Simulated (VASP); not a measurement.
# TiN (Fm-3m) in VASP: single point with PBE

Aim: the single point of TiN with PBE.

All numbers are computed with VASP 6.6.1; they aren't measurements. Logs are shortened: lines on timing, memory, paths and dates and some standing lists are left out, and cuts for length are marked.

### Step 1. The cell of the first run

Symmetry: Fm-3m, No. 225, cubic system. The conventional cell has a = 4.272 Å, b = 4.272 Å, c = 4.272 Å, α = 90.00°, β = 90.00°, γ = 90.00°. Ti (site symmetry m-3m) has 6 N at 2.14 Å within 2.8 Å. N (site symmetry m-3m) has 6 Ti at 2.14 Å within 2.8 Å.

### Step 2. Single point, PBE, collinear spin, ferromagnetic start

File INCAR:

```
ALGO = Normal
EDIFF = 1E-7
ENCUT = 520
GGA = PE
ISIF = 2
ISMEAR = 0
ISPIN = 2
LASPH = T
LCHARG = T
LELF = T
LMAXMIX = 4
LORBIT = 11
LREAL = F
LVHAR = T
LWAVE = F
MAGMOM = 1 0
NBANDS = 20
NELM = 150
PREC = Accurate
SIGMA = 0.1
```

File KPOINTS:

```
k-points
0
Gamma
  8 8 8
```

File POSCAR:

```
TiN
1.0
    0.0000000000      2.1358087138      2.1358087138
    2.1358087138      0.0000000000      2.1358087138
    2.1358087138      2.1358087138      0.0000000000
Ti N
1 1
Direct
    0.0000000000      0.0000000000      0.0000000000
    0.5000000000      0.5000000000      0.5000000000
```

Potentials or basis: VASP PAW PBE potentials, release 64 (Ti_sv, N).

On the command line:

```console
cat potpaw_PBE.64/Ti_sv/POTCAR potpaw_PBE.64/N/POTCAR > POTCAR
mpirun -np 1 vasp_std > vasp.out
```

OUTCAR:

```text
EDIFF = 1E-7
   ENCUT = 520
   GGA = PE
   ISIF = 2
   ISMEAR = 0
   ISPIN = 2
   LASPH = T
   LORBIT = 11
   LREAL = F
   NELM = 150
   PREC = Accurate

 ion  position               nearest neighbor table
   1  0.000  0.000  0.000-   2 2.14   2 2.14   2 2.14   2 2.14   2 2.14   2 2.14
   2  0.500  0.500  0.500-   1 2.14   1 2.14   1 2.14   1 2.14   1 2.14   1 2.14

  LATTYP: Found a face centered cubic cell.
 ALAT       =     4.2716174276

  Lattice vectors:

 A1 = (   0.0000000000,   2.1358087138,   2.1358087138)
 A2 = (   2.1358087138,   0.0000000000,   2.1358087138)
 A3 = (   2.1358087138,   2.1358087138,   0.0000000000)

Analysis of symmetry for initial positions (statically):
=====================================================================
 Subroutine PRICEL returns:
 Original cell was already a primitive cell.

 Routine SETGRP: Setting up the symmetry group for a
 face centered cubic supercell.

 Subroutine GETGRP returns: Found 48 space group operations
 (whereof 48 operations were pure point group operations)
 out of a pool of 48 trial point group operations.

The static configuration has the point symmetry O_h .

Analysis of symmetry for dynamics (positions and initial velocities):
=====================================================================
 Subroutine PRICEL returns:
 Original cell was already a primitive cell.

 Routine SETGRP: Setting up the symmetry group for a
 face centered cubic supercell.

 Subroutine GETGRP returns: Found 48 space group operations
 (whereof 48 operations were pure point group operations)
 out of a pool of 48 trial point group operations.

The dynamic configuration has the point symmetry O_h .

Analysis of structural, dynamic, and magnetic symmetry:
=====================================================================
 Subroutine PRICEL returns:
 Original cell was already a primitive cell.

 Routine SETGRP: Setting up the symmetry group for a
 face centered cubic supercell.

 Subroutine GETGRP returns: Found 48 space group operations
 (whereof 48 operations were pure point group operations)
 out of a pool of 48 trial point group operations.

The overall configuration has the point symmetry O_h .

 Subroutine INISYM returns: Found 48 space group operations
 (whereof 48 operations are pure point group operations),
 and found     1 'primitive' translations

----------------------------------------------------------------------------------------

                                     Primitive cell

  volume of cell :      19.4857

  direct lattice vectors                    reciprocal lattice vectors
     0.000000000  2.135808714  2.135808714    -0.234103362  0.234103362  0.234103362
     2.135808714  0.000000000  2.135808714     0.234103362 -0.234103362  0.234103362
     2.135808714  2.135808714  0.000000000     0.234103362  0.234103362 -0.234103362

  length of vectors
     3.020489650  3.020489650  3.020489650     0.405478917  0.405478917  0.405478917

  position of ions in fractional coordinates (direct lattice)
     0.000000000  0.000000000  0.000000000
     0.500000000  0.500000000  0.500000000

  ion indices of the primitive-cell ions
   primitive index   ion index
                 1           1
                 2           2

----------------------------------------------------------------------------------------

 KPOINTS: k-points

Automatic generation of k-mesh.
 Grid dimensions read from file:
 generate k-points for:    8    8    8

 Generating k-lattice:

  Cartesian coordinates                     Fractional coordinates (reciprocal lattice)
    -0.029262920  0.029262920  0.029262920     0.125000000  0.000000000  0.000000000
     0.029262920 -0.029262920  0.029262920     0.000000000  0.125000000  0.000000000
     0.029262920  0.029262920 -0.029262920     0.000000000  0.000000000  0.125000000

  Length of vectors
     0.050684865  0.050684865  0.050684865

  Shift w.r.t. Gamma in fractional coordinates (k-lattice)
     0.000000000  0.000000000  0.000000000

 Subroutine IBZKPT returns following result:
 ===========================================

 Found     29 irreducible k-points:

 Following reciprocal coordinates:
            Coordinates               Weight
  0.000000  0.000000  0.000000      1.000000
  0.125000  0.000000  0.000000      8.000000
  0.250000  0.000000  0.000000      8.000000
  0.375000  0.000000  0.000000      8.000000
  0.500000  0.000000  0.000000      4.000000
  0.125000  0.125000  0.000000      6.000000
[... 16 lines left out ...]
  0.500000  0.250000  0.125000     48.000000
 -0.375000  0.250000  0.125000     24.000000
 [... further k-points ...]
   k-points           NKPTS =     29   k-points in BZ     NKDIM =     29   number of bands    NBANDS=     20
   number of dos      NEDOS =    301   number of ions     NIONS =      2
   total plane-waves  NPLWV =  13824
   dimension x,y,z NGX =    24 NGY =   24 NGZ =   24
   dimension x,y,z NGXF=    48 NGYF=   48 NGZF=   48
   ions per type =               1   1
   NGX,Y,Z   is equivalent  to a cutoff of  13.21, 13.21, 13.21 a.u.
   NGXF,Y,Z  is equivalent  to a cutoff of  26.42, 26.42, 26.42 a.u.
 SYSTEM =  unknown system
   PREC   = accura    normal or accurate (medium, high low for compatibility)
   ISTART =      0    job   : 0-new  1-cont  2-samecut
   ICHARG =      2    charge: 1-file 2-atom 10-const
   ISPIN  =      2    spin polarized calculation?
   LNONCOLLINEAR =      F non collinear calculations
   LSORBIT =      F    spin-orbit coupling
   LASPH  =      T    aspherical Exc in radial PAW
   ENCUT  =  520.0 eV  38.22 Ry    6.18 a.u.   5.62  5.62  5.62*2*pi/ulx,y,z
   NELM   =    150;   NELMIN=  2; NELMDL= -5     # of ELM steps
   EDIFF  = 0.1E-06   stopping-criterion for ELM
   LREAL  =      F    real-space projection
   EDIFFG = 0.1E-05   stopping-criterion for IOM
   NSW    =      0    number of steps for IOM
   IBRION =     -1    ionic relax: 0-MD 1-quasi-New 2-CG
   NFREE  =      0    steps in history (QN), initial steepest desc. (CG)
   ISIF   =      2    stress and relaxation
   ISYM   =      2    0-nonsym 1-usesym 2-fastsym
   POTIM  = 0.5000    time-step for ionic-motion
   TEBEG  =    0.0;   TEEND  =   0.0 temperature during run
   PSTRESS=    0.0 pullay stress
   NELECT =      17.0000    total number of electrons
   NUPDOWN=      -1.0000    fix difference up-down
   EMIN   =  10.00;   EMAX   =-10.00  energy-range for DOS
   EFERMI =   0.00;   METHOD = LEGACY
   ISMEAR =     0;   SIGMA  =   0.10  broadening in eV -4-tet -1-fermi 0-gaus
   EFERMI_NEDOS =   21; number of points for ismear=-14 and -15
   IALGO  =     38    algorithm
   IMIX   =      4    mixing-type and parameters
     AMIX     =   0.40;   BMIX     =  1.00
     AMIX_MAG =   1.60;   BMIX_MAG =  1.00
  volume/ion in A,a.u.               =       9.74        65.75
  Fermi-wavevector in a.u.,A,eV,Ry     =   1.564295  2.956090 33.293732  2.447020
  Thomas-Fermi vector in A             =   2.666940
   LORBIT       =     11    0 simple, 1 ext, 2 COOP (PROOUT), +10 PAW based schemes
   GGA     = PE    functional components
   LHFCALC =     F    Hartree Fock is set to
   AEXX    =    0.0000 exact exchange contribution
   IVDW    =     0    specifies the selected vdW correction
   LEPSILON=     F    determine dielectric tensor
   LRPA    =     F    only Hartree local field effects (RPA)
 spin polarized calculation
 Gauss-broadening in eV      SIGMA  =   0.10
  energy-cutoff  :      520.00
  volume of cell :       19.49
 maximum number of plane-waves:       544
 NGX is ok and might be reduce to    24
   NGX = 11   NGY = 11   NGZ = 11

 number of electron      17.0000003 magnetization       0.0000181

 number of electron      17.0000003 magnetization      -0.0000059

 Free energy of the ion-electron system (eV)
  ---------------------------------------------------
  ext. energy  EPLUGINS =         0.00000000
  ---------------------------------------------------
  free energy    TOTEN  =       -19.62460686 eV

  energy without entropy =      -19.61599250  energy(sigma->0) =      -19.62029968

 E-fermi :  11.1802     XC(G=0): -12.9035

 val. band max:       11.1415634211   @ k =   0.1250   0.0000   0.0000
 cond. band min:      11.1809610757   @ k =   0.3750   0.1250   0.0000
 fundamental gap:      0.0393976546
 Fermi energy:        11.1802425233

 spin component 1

 k-point     1 :       0.0000    0.0000    0.0000
  band No.  band energies     occupation
      1     -46.7272      1.00000
      2     -22.7218      1.00000
      3     -22.7218      1.00000
      4     -22.7218      1.00000
      5      -5.8113      1.00000
      6       9.1431      1.00000
[... 12 lines left out ...]
     19      37.7807      0.00000
     20      37.7807      0.00000
[... 507 lines left out ...]
 k-point    24 :      -0.3750    0.2500    0.1250
  band No.  band energies     occupation
      1     -46.6250      1.00000
      2     -23.2194      1.00000
      3     -22.9211      1.00000
      4     -22.8240      1.00000
      5      -3.7172      1.00000
      6       4.1485      1.00000
[... 12 lines left out ...]
     19      34.1138      0.00000
     20      38.1301      0.00000

 [... further k-points ...]

 spin component 2

 k-point     1 :       0.0000    0.0000    0.0000
  band No.  band energies     occupation
      1     -46.7273      1.00000
      2     -22.7218      1.00000
      3     -22.7218      1.00000
      4     -22.7218      1.00000
      5      -5.8113      1.00000
      6       9.1431      1.00000
[... 12 lines left out ...]
     19      37.7807      0.00000
     20      37.7807      0.00000
[... 507 lines left out ...]
 k-point    24 :      -0.3750    0.2500    0.1250
  band No.  band energies     occupation
      1     -46.6250      1.00000
      2     -23.2194      1.00000
      3     -22.9211      1.00000
      4     -22.8240      1.00000
      5      -3.7172      1.00000
      6       4.1485      1.00000
[... 12 lines left out ...]
     19      34.1138      0.00000
     20      38.1301      0.00000

 [... further k-points ...]

------------------------ aborting loop because EDIFF is reached ----------------------------------------

  FORCE on cell =-STRESS in cart. coord.  units (eV):
  Direction    XX          YY          ZZ          XY          YZ          ZX
  --------------------------------------------------------------------------------------
  -------------------------------------------------------------------------------------
  Total       -0.4873661     -0.4873661     -0.4873661      0.0000000     -0.0000000     -0.0000000
  in kB      -40.0727182    -40.0727182    -40.0727182      0.0000000     -0.0000000     -0.0000000
  external PRESSURE =     -40.0727182 kB  Pullay stress =       0.0000000 kB

 VOLUME and BASIS-vectors are now :
 -----------------------------------------------------------------------------
  energy-cutoff  :      520.00
  volume of cell :       19.49
      direct lattice vectors                 reciprocal lattice vectors
     0.000000000  2.135808714  2.135808714    -0.234103362  0.234103362  0.234103362
     2.135808714  0.000000000  2.135808714     0.234103362 -0.234103362  0.234103362
     2.135808714  2.135808714  0.000000000     0.234103362  0.234103362 -0.234103362

 POSITION                                       TOTAL-FORCE (eV/Angst)
 -----------------------------------------------------------------------------------
      0.00000      0.00000      0.00000         0.000000      0.000000      0.000000
      2.13581      2.13581      2.13581         0.000000      0.000000      0.000000
 -----------------------------------------------------------------------------------
    total drift:                                0.000000     -0.000000     -0.000000

  FREE ENERGIE OF THE ION-ELECTRON SYSTEM (eV)
  ---------------------------------------------------
  free  energy   TOTEN  =       -19.6246068555 eV

  energy  without entropy=      -19.6159925020  energy(sigma->0) =      -19.62029968

 total charge

# of ion       s       p       d       tot
------------------------------------------
    1        2.179   6.216   1.949  10.344
    2        1.245   2.493   0.000   3.739
--------------------------------------------------
tot          3.424   8.710   1.949  14.082

 magnetization (x)

# of ion       s       p       d       tot
------------------------------------------
    1       -0.000  -0.000  -0.000  -0.000
    2       -0.000   0.000   0.000   0.000
--------------------------------------------------
tot         -0.000   0.000  -0.000  -0.000
```

It took 25 s on 1 thread of Intel Xeon 6975P-C, shared host; peak memory 0.15 GiB.

What came out:

* Free energy: -19.6246 eV
* Pressure: -4.0 GPa
* Net moment: 0.00 μB per cell
* Valence electrons inside the program's atomic spheres: Ti 10.34; N 3.74
